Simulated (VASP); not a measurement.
# H in VASP: further runs, part 2 of 2

VASP 6.6.1. The steps go on from the part before.

**4. Single point, PBE+D3(BJ)**

Input file INCAR:

```
PREC = Accurate
ENCUT = 400
EDIFF = 1E-6
ISMEAR = -1
SIGMA = 0.02
LREAL = F
LASPH = T
NELM = 120
ALGO = Normal
ISIF = 2
LWAVE = F
LCHARG = F
GGA = PE
IVDW = 12
NBANDS = 30
GGA_COMPAT = F
```

Input file KPOINTS:

```
regular mesh
0
Gamma
  1 1 1
```

Input file POSCAR:

```
H
1.0
    7.3434200000      0.0000000000      0.0000000000
    0.0000000000      7.3434200000      0.0000000000
    0.0000000000      0.0000000000      7.3434200000
H
24
Direct
    0.3343946009      0.4401491403      0.2498427163
    0.2425164297      0.4721641960      0.2353263193
    0.6070059999      0.3817839644      0.5901473700
    0.6866827718      0.4431858725      0.6389393498
    0.2074374065      0.1506110232      0.7542262325
    0.1618183353      0.0568672362      0.7895912259
    0.9953945165      0.4876474449      0.6252672461
    0.9535066767      0.4094686127      0.6138420518
    0.6898829156      0.8095274409     -0.1296262504
    0.6794109557      0.7701860986     -0.0365769628
    0.4056692931      0.5295489023      0.8659589129
    0.3809941417      0.5837879353      0.9439743335
    0.0570851184      0.8403986154      0.9545279992
    0.0714925743      0.8233357210      0.8657546484
    0.0913062306      0.7548526436      0.3228604656
    0.0531904753      0.6715808166      0.2852485627
    0.9245828238      0.0399949887      0.5859531390
    0.8484330189     -0.0283382947      0.5837198472
    0.5898341645      0.8719779068      0.4373302902
    0.5159040338      0.8127003494      0.4145616075
    0.9936242241      0.2415904306      0.2007375310
    1.0436417909      0.2210005692      0.1000896040
    0.7583115224      0.1965705353      0.8875292439
    0.8175890797      0.2578771199      0.9400796904
```

Potentials or basis: VASP PAW PBE potentials, release 64 (H).

Run with:

```console
cat potpaw_PBE.64/H/POTCAR > POTCAR
mpirun -np 1 vasp_gam > vasp.out
```

OUTCAR:

```text
PREC = Accurate
   ENCUT = 400
   EDIFF = 1E-6
   ISMEAR = -1
   LREAL = F
   LASPH = T
   NELM = 120
   ISIF = 2
   GGA = PE
   IVDW = 12
 IVDW          = 12

 ion  position               nearest neighbor table
   1  0.334  0.440  0.250-   2 0.72
   2  0.243  0.472  0.235-   1 0.72
   3  0.607  0.382  0.590-   4 0.82
   4  0.687  0.443  0.639-   3 0.82
   5  0.207  0.151  0.754-   6 0.81
   6  0.162  0.057  0.790-   5 0.81
[... 16 lines left out ...]
  23  0.758  0.197  0.888-  24 0.74
  24  0.818  0.258  0.940-  23 0.74

  LATTYP: Found a simple cubic cell.
 ALAT       =     7.3434200000

  Lattice vectors:

 A1 = (   7.3434200000,   0.0000000000,   0.0000000000)
 A2 = (   0.0000000000,   7.3434200000,   0.0000000000)
 A3 = (   0.0000000000,   0.0000000000,   7.3434200000)

Analysis of symmetry for initial positions (statically):
[... 196 lines left out ...]
 cond. band min:       0.2310225203   @ k =   0.0000   0.0000   0.0000
 fundamental gap:      8.6038285501
 Fermi energy:        -7.8813047704

 k-point     1 :       0.0000    0.0000    0.0000
  band No.  band energies     occupation
      1     -10.8030      2.00000
      2     -10.1913      2.00000
      3     -10.0419      2.00000
      4      -9.7646      2.00000
      5      -9.6780      2.00000
      6      -9.6170      2.00000
[... 16 lines left out ...]
     23       2.7520      0.00000
     24       3.1042      0.00000
 [bands above 24 left out]

------------------------ aborting loop because EDIFF is reached ----------------------------------------

 Edisp (eV)   -0.33740

 E8    (eV) :    -0.0595

  FORCE on cell =-STRESS in cart. coord.  units (eV):
  Direction    XX          YY          ZZ          XY          YZ          ZX
  --------------------------------------------------------------------------------------
  -------------------------------------------------------------------------------------
  Total       0.67444     1.20159     0.28218     0.83671     0.96061     0.75091
  in kB       2.72872     4.86151     1.14169     3.38526     3.88653     3.03810
  external pressure =        2.91 kB  Pullay stress =        0.00 kB

 VOLUME and BASIS-vectors are now :
 -----------------------------------------------------------------------------
  energy-cutoff  :      400.00
  volume of cell :      396.00
      direct lattice vectors                 reciprocal lattice vectors
     7.343420000  0.000000000  0.000000000     0.136176332  0.000000000  0.000000000
     0.000000000  7.343420000  0.000000000     0.000000000  0.136176332  0.000000000
     0.000000000  0.000000000  7.343420000     0.000000000  0.000000000  0.136176332

 POSITION                                       TOTAL-FORCE (eV/Angst)
 -----------------------------------------------------------------------------------
      2.45560      3.23220      1.83470         0.987502     -0.357250      0.175911
      1.78090      3.46730      1.72810        -0.824568      0.270358     -0.110142
      4.45750      2.80360      4.33370         1.195920      1.000191      0.761954
      5.04260      3.25450      4.69200        -1.433010     -1.002031     -0.817349
      1.52330      1.10600      5.53860        -0.576702     -1.225823      0.465061
      1.18830      0.41760      5.79830         0.727908      1.438213     -0.518245
[... 16 lines left out ...]
      5.56860      1.44350      6.51750        -0.344498     -0.290323     -0.304618
      6.00390      1.89370      6.90340         0.205241      0.270537      0.204248
 -----------------------------------------------------------------------------------
    total drift:                               -0.000840     -0.000523      0.000552

  FREE ENERGIE OF THE ION-ELECTRON SYSTEM (eV)
  ---------------------------------------------------
  free  energy   TOTEN  =       -80.6160384025 eV

  energy  without entropy=      -80.6160384025  energy(sigma->0) =      -80.61603840
```

OSZICAR:

```text
N       E                     dE             d eps       ncg     rms          rms(c)
DAV:   1     0.495131404540E+02    0.49513E+02   -0.72955E+03    60   0.475E+02
DAV:   2    -0.735104329149E+02   -0.12302E+03   -0.11704E+03    74   0.117E+02
DAV:   3    -0.875372575573E+02   -0.14027E+02   -0.13974E+02    80   0.413E+01
DAV:   4    -0.876917421491E+02   -0.15448E+00   -0.15442E+00    66   0.530E+00
DAV:   5    -0.876927389136E+02   -0.99676E-03   -0.99675E-03    80   0.431E-01    0.157E+01
DAV:   6    -0.827348749842E+02    0.49579E+01   -0.17272E+00    66   0.442E+00    0.862E+00
DAV:   7    -0.802175309212E+02    0.25173E+01   -0.42871E+00    72   0.723E+00    0.102E+00
DAV:   8    -0.802976223406E+02   -0.80091E-01   -0.16807E-01    66   0.155E+00    0.740E-01
DAV:   9    -0.802783367616E+02    0.19286E-01   -0.28287E-02    80   0.597E-01    0.126E-01
DAV:  10    -0.802790344743E+02   -0.69771E-03   -0.86344E-04    66   0.141E-01    0.731E-02
DAV:  11    -0.802786853199E+02    0.34915E-03   -0.69439E-04    72   0.127E-01    0.279E-02
DAV:  12    -0.802786796564E+02    0.56636E-05   -0.94950E-05    80   0.453E-02    0.228E-02
DAV:  13    -0.802786530586E+02    0.26598E-04   -0.12359E-05    72   0.288E-02    0.633E-03
DAV:  14    -0.802786445950E+02    0.84636E-05   -0.34580E-05    72   0.323E-02    0.921E-03
DAV:  15    -0.802786432261E+02    0.13690E-05   -0.97228E-06    66   0.161E-02    0.366E-03
DAV:  16    -0.802786425763E+02    0.64971E-06   -0.34007E-06    72   0.889E-03
   1 F= -.80616038E+02 E0= -.80616038E+02  d E =-.217313E-10
```

It took 13 s on 1 thread of Intel Xeon 6975P-C (Granite Rapids), shared host; peak memory 0.3 GiB.

What came out:

```yaml
Free_energy: -80.6160 eV
Pressure: 0.3 GPa
Largest_force: 4.457 eV/Å
Band_gap_on_the_k_mesh: 8.60 eV
Dispersion_energy_per_atom: -0.014 eV
```

Forces on the atoms (eV/Å):
```
H    0.988 -0.357  0.176
H   -0.825  0.270 -0.110
H    1.196  1.000  0.762
H   -1.433 -1.002 -0.817
H   -0.577 -1.226  0.465
H    0.728  1.438 -0.518
H    2.167  3.854  0.562
H   -1.944 -3.826 -0.551
H    0.020  0.066 -0.115
H   -0.014 -0.042  0.119
H    0.268 -0.605 -0.894
H   -0.308  0.588  0.829
H   -0.565  0.573  3.376
H    0.522 -0.761 -3.298
H    0.272  0.757  0.329
H   -0.384 -0.627 -0.292
H   -0.040 -0.027 -0.019
H    0.011  0.017 -0.032
H    0.993  0.811  0.292
H   -1.021 -0.823 -0.308
H    0.956 -0.412 -1.785
H   -0.871  0.355  1.931
H   -0.344 -0.290 -0.305
H    0.205  0.271  0.204
```

Stress tensor (GPa, compression positive):
```
0.27 0.34 0.30
0.34 0.49 0.39
0.30 0.39 0.11
```

Caveat: the k points lie up to 0.86 Å⁻¹ apart.
